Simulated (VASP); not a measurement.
# ZnSe (Fm-3m) in VASP: a series of runs

Runs on ZnSe. Level: PBE. Tasks: single point.

All numbers are computed with VASP 6.6.1; they aren't measurements. Logs are shortened: lines on timing, memory, paths and dates and some standing lists are left out, and cuts for length are marked.

## 1. The cell of the first run

The structure is cubic, space group Fm-3m (No. 225). The conventional cell has a = 5.431 Å, b = 5.431 Å, c = 5.431 Å, α = 90.00°, β = 90.00°, γ = 90.00°. Within 3.6 Å of Se (site symmetry m-3m) lie 6 Zn at 2.72 Å. Within 3.6 Å of Zn (site symmetry m-3m) lie 6 Se at 2.72 Å.

## 2. Single point, PBE

File INCAR:

```
SYSTEM = ZnSe
PREC     = Accurate       ! precision mode
ENCUT    = 520            ! plane-wave cutoff, eV
EDIFF    = 1E-6           ! SCF threshold, eV
ISMEAR   = 0              ! smearing method
SIGMA    = 0.05           ! smearing width, eV
LREAL    = .False.        ! projectors in reciprocal space
LASPH    = .True.         ! aspherical terms in the spheres
NELM     = 60             ! most SCF steps
ALGO     = Normal         ! electronic algorithm
ISIF     = 2              ! what is computed and relaxed
LWAVE    = .False.        ! write WAVECAR
LCHARG   = .False.        ! write CHGCAR
GGA      = PE             ! functional
NBANDS   = 16             ! bands
```

File KPOINTS:

```
regular mesh
0
Gamma
  6 6 6
  0 0 0
```

File POSCAR:

```
ZnSe
1.0
    0.0000000000      2.7155851200      2.7155851200
    2.7155851200      0.0000000000      2.7155851200
    2.7155851200      2.7155851200      0.0000000000
Se Zn
1 1
Direct
    0.0000000000      0.0000000000      0.0000000000
    0.5000000000      0.5000000000      0.5000000000
```

Potentials or basis: VASP PAW PBE potentials, release 64 (Se, Zn).

Launch:

```
cat potpaw_PBE.64/Se/POTCAR potpaw_PBE.64/Zn/POTCAR > POTCAR
mpirun -np 1 vasp_std > vasp.out
```

OUTCAR:

```text
SYSTEM = ZnSe
   PREC = Accurate
   ENCUT = 520
   EDIFF = 1E-6
   ISMEAR = 0
   LREAL = .False.
   LASPH = .True.
   NELM = 60
   ISIF = 2
   GGA = PE

 ion  position               nearest neighbor table
   1  0.000  0.000  0.000-   2 2.72   2 2.72   2 2.72   2 2.72   2 2.72   2 2.72
   2  0.500  0.500  0.500-   1 2.72   1 2.72   1 2.72   1 2.72   1 2.72   1 2.72

  LATTYP: Found a face centered cubic cell.
 ALAT       =     5.4311702400

  Lattice vectors:

 A1 = (   0.0000000000,   2.7155851200,   2.7155851200)
 A2 = (   2.7155851200,   0.0000000000,   2.7155851200)
 A3 = (   2.7155851200,   2.7155851200,   0.0000000000)

Analysis of symmetry for initial positions (statically):
=====================================================================
 Subroutine PRICEL returns:
 Original cell was already a primitive cell.

 Routine SETGRP: Setting up the symmetry group for a
 face centered cubic supercell.

 Subroutine GETGRP returns: Found 48 space group operations
 (whereof 48 operations were pure point group operations)
 out of a pool of 48 trial point group operations.

The static configuration has the point symmetry O_h .

Analysis of symmetry for dynamics (positions and initial velocities):
=====================================================================
 Subroutine PRICEL returns:
 Original cell was already a primitive cell.

 Routine SETGRP: Setting up the symmetry group for a
 face centered cubic supercell.

 Subroutine GETGRP returns: Found 48 space group operations
 (whereof 48 operations were pure point group operations)
 out of a pool of 48 trial point group operations.

The dynamic configuration has the point symmetry O_h .

 Subroutine INISYM returns: Found 48 space group operations
 (whereof 48 operations are pure point group operations),
 and found     1 'primitive' translations

----------------------------------------------------------------------------------------

                                     Primitive cell

  volume of cell :      40.0516

  direct lattice vectors                    reciprocal lattice vectors
     0.000000000  2.715585120  2.715585120    -0.184122382  0.184122382  0.184122382
     2.715585120  0.000000000  2.715585120     0.184122382 -0.184122382  0.184122382
     2.715585120  2.715585120  0.000000000     0.184122382  0.184122382 -0.184122382

  length of vectors
     3.840417306  3.840417306  3.840417306     0.318909320  0.318909320  0.318909320

  position of ions in fractional coordinates (direct lattice)
     0.000000000  0.000000000  0.000000000
     0.500000000  0.500000000  0.500000000

[... 69 lines left out ...]
   EDIFFG = 0.1E-04   stopping-criterion for IOM
   NSW    =      0    number of steps for IOM
   IBRION =     -1    ionic relax: 0-MD 1-quasi-New 2-CG
   NFREE  =      0    steps in history (QN), initial steepest desc. (CG)
   ISIF   =      2    stress and relaxation
   ISYM   =      2    0-nonsym 1-usesym 2-fastsym
   POTIM  = 0.5000    time-step for ionic-motion
   TEBEG  =    0.0;   TEEND  =   0.0 temperature during run
   PSTRESS=    0.0 pullay stress
   NELECT =      18.0000    total number of electrons
   NUPDOWN=      -1.0000    fix difference up-down
   EMIN   =  10.00;   EMAX   =-10.00  energy-range for DOS
   EFERMI =   0.00;   METHOD = LEGACY
   ISMEAR =     0;   SIGMA  =   0.05  broadening in eV -4-tet -1-fermi 0-gaus
   EFERMI_NEDOS =   21; number of points for ismear=-14 and -15
   IALGO  =     38    algorithm
   IMIX   =      4    mixing-type and parameters
     AMIX     =   0.40;   BMIX     =  1.00
     AMIX_MAG =   1.60;   BMIX_MAG =  1.00
  volume/ion in A,a.u.               =      20.03       135.14
  Fermi-wavevector in a.u.,A,eV,Ry     =   1.253985  2.369688 21.394858  1.572478
  Thomas-Fermi vector in A             =   2.387811
   LORBIT       =      0    0 simple, 1 ext, 2 COOP (PROOUT), +10 PAW based schemes
   GGA     = PE    functional components
   LHFCALC =     F    Hartree Fock is set to
   AEXX    =    0.0000 exact exchange contribution
   IVDW    =     0    specifies the selected vdW correction
   LEPSILON=     F    determine dielectric tensor
   LRPA    =     F    only Hartree local field effects (RPA)
 non-spin polarized calculation
 Gauss-broadening in eV      SIGMA  =   0.05
  energy-cutoff  :      520.00
  volume of cell :       40.05
 maximum number of plane-waves:      1090
 NGX is ok and might be reduce to    30
   NGX = 15   NGY = 15   NGZ = 15

 number of electron      18.0000012 magnetization

 Free energy of the ion-electron system (eV)
  ---------------------------------------------------
  ext. energy  EPLUGINS =         0.00000000
  ---------------------------------------------------
  free energy    TOTEN  =        -5.39747916 eV

  energy without entropy =       -5.39623082  energy(sigma->0) =       -5.39685499

 E-fermi :   2.8501     XC(G=0): -10.2410

 val. band max:        2.8262107837   @ k =  -0.1667   0.1667   0.0000
 cond. band min:       3.2641558387   @ k =   0.3333   0.3333   0.0000
 fundamental gap:      0.4379450550
 Fermi energy:         2.8500576191

 k-point     1 :       0.0000    0.0000    0.0000
  band No.  band energies     occupation
      1     -10.7474      2.00000
      2      -3.7513      2.00000
      3      -3.7513      2.00000
      4      -3.7343      2.00000
      5      -3.7343      2.00000
      6      -3.7343      2.00000
[... 281 lines left out ...]
      3      -3.8001      2.00000
      4      -3.7034      2.00000
      5      -3.6008      2.00000
      6      -3.4053      2.00000
[... 8 lines left out ...]
     15      16.4409      0.00000
     16      18.9513      0.00000

------------------------ aborting loop because EDIFF is reached ----------------------------------------

  FORCE on cell =-STRESS in cart. coord.  units (eV):
  Direction    XX          YY          ZZ          XY          YZ          ZX
  --------------------------------------------------------------------------------------
  -------------------------------------------------------------------------------------
  Total       -0.5058076     -0.5058076     -0.5058076      0.0000000      0.0000000     -0.0000000
  in kB      -20.2337160    -20.2337160    -20.2337160      0.0000000      0.0000000     -0.0000000
  external PRESSURE =     -20.2337160 kB  Pullay stress =       0.0000000 kB

 VOLUME and BASIS-vectors are now :
 -----------------------------------------------------------------------------
  energy-cutoff  :      520.00
  volume of cell :       40.05
      direct lattice vectors                 reciprocal lattice vectors
     0.000000000  2.715585120  2.715585120    -0.184122382  0.184122382  0.184122382
     2.715585120  0.000000000  2.715585120     0.184122382 -0.184122382  0.184122382
     2.715585120  2.715585120  0.000000000     0.184122382  0.184122382 -0.184122382

 POSITION                                       TOTAL-FORCE (eV/Angst)
 -----------------------------------------------------------------------------------
      0.00000      0.00000      0.00000         0.000000     -0.000000     -0.000000
      2.71559      2.71559      2.71559        -0.000000      0.000000      0.000000
 -----------------------------------------------------------------------------------
    total drift:                                0.000000      0.000000      0.000000

  FREE ENERGIE OF THE ION-ELECTRON SYSTEM (eV)
  ---------------------------------------------------
  free  energy   TOTEN  =        -5.3974791650 eV

  energy  without entropy=       -5.3962308173  energy(sigma->0) =       -5.39685499
```

Wall time 6.1 s (1 thread of Intel Xeon 6975P-C (Granite Rapids), shared host); peak memory 0.16 GiB.

Results:

- Free energy: -5.3975 eV
- Pressure: -2.0 GPa
- Band gap on the k mesh: zero (bands 9 and 10 overlap by 1.06 eV)

Levels at points of the mesh, in eV from the Fermi level:
```
           k point  band 6  band 7  band 8  band 9  band 10  band 11  band 12  band 13
(0.00, 0.00, 0.00)   -6.58   -0.48   -0.48   -0.48     0.43     8.51     8.51     8.51
(0.50, 0.00, 0.00)   -6.49   -5.56   -0.18   -0.18     3.22     4.93     4.93     5.86
(0.50, 0.50, 0.00)   -6.19   -4.80   -2.34   -2.34    -1.09     5.00    10.83    10.83
```

## 3. Single point, PBE (19.73 Å³/atom)

This run uses another cell than the first one, of 19.73 Å³/atom.

File INCAR:

```
PREC = Accurate
ENCUT = 520
EDIFF = 1E-6
ISMEAR = 0
SIGMA = 0.05
LREAL = False
LASPH = True
NELM = 100
ALGO = Normal
ISIF = 2
LWAVE = False
LCHARG = False
GGA = PE
NBANDS = 16
```

File KPOINTS:

```
regular mesh
0
Gamma
  6 6 6
```

File POSCAR:

```
ZnSe
1.0
    0.0000000000      2.7023559504      2.7023559504
    2.7023559504      0.0000000000      2.7023559504
    2.7023559504      2.7023559504      0.0000000000
Se Zn
1 1
Direct
    0.0000000000      0.0000000000      0.0000000000
    0.5000000000      0.5000000000      0.5000000000
```

Potentials or basis: VASP PAW PBE potentials, release 64 (Se, Zn).

Launch:

```
cat potpaw_PBE.64/Se/POTCAR potpaw_PBE.64/Zn/POTCAR > POTCAR
mpirun -np 1 vasp_std > vasp.out
```

Run time: 5 s. Hardware: 1 thread of Intel Xeon 6975P-C (Granite Rapids), shared host; peak memory 0.15 GiB.

Results (log left out):

* Free energy: -5.4031 eV
* Pressure: -1.1 GPa
* Band gap on the k mesh: zero (bands 9 and 10 overlap by 1.07 eV)

Levels at points of the mesh, in eV from the Fermi level:
| k point | band 5 | band 6 | band 7 | band 8 | band 9 | band 10 | band 11 | band 12 | band 13 | band 14 |
| --- | --- | --- | --- | --- | --- | --- | --- | --- | --- | --- |
| (0.00, 0.00, 0.00) | -6.61 | -6.61 | -0.50 | -0.50 | -0.50 | 0.51 | 8.51 | 8.51 | 8.51 | 9.63 |
| (0.50, 0.00, 0.00) | -6.51 | -6.51 | -5.62 | -0.18 | -0.18 | 3.22 | 4.92 | 4.92 | 5.96 | 12.20 |
| (0.50, 0.50, 0.00) | -6.48 | -6.20 | -4.90 | -2.39 | -2.39 | -1.10 | 4.97 | 10.95 | 10.95 | 11.28 |
